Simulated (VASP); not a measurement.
Crystal: Ir.

```
CELL_PARAMETERS angstrom
0.00000 1.92696 1.92696
1.92696 0.00000 1.92696
1.92696 1.92696 0.00000
ATOMIC_POSITIONS crystal
Ir 0.00000 0.00000 0.00000
```

```yaml
Program: VASP 6.6.1
Task: relaxation of cell and atoms
Functional: LDA
Potentials_or_basis: VASP PAW LDA potentials, release 64 (Ir)
Cutoff: 600 eV
k_mesh: 8 × 8 × 8
Occupations: gaussian, width 0.1 eV
Spin: no spin polarisation
```

At the start: pressure -8.7 GPa; volume 14.31 Å³/atom.

Task: How do energy, volume and symmetry change on relaxing?

Result: Over 3 steps the energy falls by 9.3 meV/atom and the volume is 13.99 Å³/atom (-2.2 %); space group Fm-3m (No. 225, to 0.05 Å).

The path:
| step | energy change (eV) | largest force (eV/Å) | pressure (GPa) | volume (Å³) |
| --- | --- | --- | --- | --- |
| 1 | 0.0000 | 0.0000 | -8.68 | 14.31 |
| 2 | 0.1496 | 0.0000 | 45.89 | 12.76 |
| 3 | -0.0093 | 0.0000 | -0.40 | 13.99 |

Final structure:
```
CELL_PARAMETERS angstrom
0.00000 1.91268 1.91268
1.91268 0.00000 1.91268
1.91268 1.91268 0.00000
ATOMIC_POSITIONS crystal
Ir 0.00000 0.00000 0.00000
```
